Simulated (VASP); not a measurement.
Crystal: BiO4.

```
Bi O
1.0
     2.78676    0.00000    0.00000
    -1.39338    2.41340    0.00000
     0.00000    0.00000    8.96077
Bi O
1 4
Direct
  0.00000 0.00000 0.00000
  0.33333 0.66667 0.86586
  0.33333 0.66667 0.37680
  0.66667 0.33333 0.13414
  0.66667 0.33333 0.62320
```

The cell was built from a structure type or drawn by symmetry, and may not be a known phase.

- Program: VASP 6.6.1
- Task: relaxation of cell and atoms
- Functional: PBE
- Potentials or basis: VASP PAW PBE potentials, release 64 (Bi_d, O_h)
- Cutoff: 910 eV
- k mesh: 6 × 6 × 2
- Occupations: gaussian, width 0.1 eV
- Spin: no spin polarisation

At the start: pressure 63.1 GPa; volume 12.05 Å³/atom.

Question: Where does the relaxation end?

Answer: Over 37 steps the energy falls by 1784.8 meV/atom and the volume is 15.02 Å³/atom (+24.6 %); space group P-3m1 (No. 164, to 0.1 Å) before and after.

The path:
```tsv
step	energy change (eV)	largest force (eV/Å)	pressure (GPa)	volume (Å³)
1	0.0000	5.5948	63.06	60.27
2	0.4769	2.7543	-33.00	110.97
3	-3.9017	1.1620	-5.19	80.92
4	-3.9206	0.9948	-3.32	79.76
5	-3.9236	0.9150	-2.43	79.24
6	-4.5847	1.1308	-3.94	78.48
7	-5.3035	1.5067	-9.38	75.75
8	-5.8479	1.9354	0.73	67.91
9	-6.0058	2.4847	16.17	60.30
10	-6.1665	2.6353	17.56	59.07
11	-6.4348	2.2430	23.16	55.33
12	-6.7132	2.0981	15.74	56.71
13	-7.0663	1.6660	-2.44	60.98
14	-7.2554	1.6280	-2.43	61.47
15	-7.7804	1.0952	-2.17	62.89
16	-8.3194	1.0918	-0.89	65.51
17	-8.3272	1.2006	-0.57	65.93
18	-8.5821	1.1147	3.40	65.98
19	-8.6937	0.6937	11.77	65.77
20	-8.8140	0.1661	7.40	68.12
21	-8.8474	0.5210	2.82	71.03
22	-8.8503	0.3867	3.74	70.40
23	-8.8802	0.3321	1.83	71.07
24	-8.8927	0.4174	-0.51	71.91
25	-8.8928	0.4129	-0.39	71.87
26	-8.8984	0.3281	-0.03	71.85
27	-8.9061	0.1238	0.99	71.80
28	-8.9062	0.1370	1.15	71.80
29	-8.9110	0.0641	0.39	72.42
30	-8.9112	0.0691	-1.06	73.58
31	-8.9124	0.0403	-0.40	73.03
32	-8.9165	0.0728	0.08	73.29
33	-8.9182	0.1588	0.70	73.60
34	-8.9216	0.1381	0.21	74.27
35	-8.9231	0.1055	-0.50	75.27
36	-8.9232	0.1098	-0.44	75.14
37	-8.9239	0.0400	0.22	75.08
```

Final structure:
```
Bi O
1.0
     3.22606    0.00000    0.00000
    -1.61303    2.79385    0.00000
     0.00000    0.00000    8.32995
Bi O
1 4
Cartesian
  0.0000 0.0000 0.0000
  0.0000 1.8626 7.1369
  0.0000 1.8626 4.0023
  1.6130 0.9313 1.1931
  1.6130 0.9313 4.3277
```

Caveat: the k points lie up to 0.38 Å⁻¹ apart in the final cell, too coarse for converged energies and pressures of a metal; the cutoff is under 1.25 times the usual one of these potentials, so pressure, stress and relaxed cells hold a basis-set (Pulay) error; the volume moved by over 15 % at a fixed basis, so the end points are rough; an odd number of electrons without spin polarisation forces a metal; a magnetic or distorted state may lie lower.
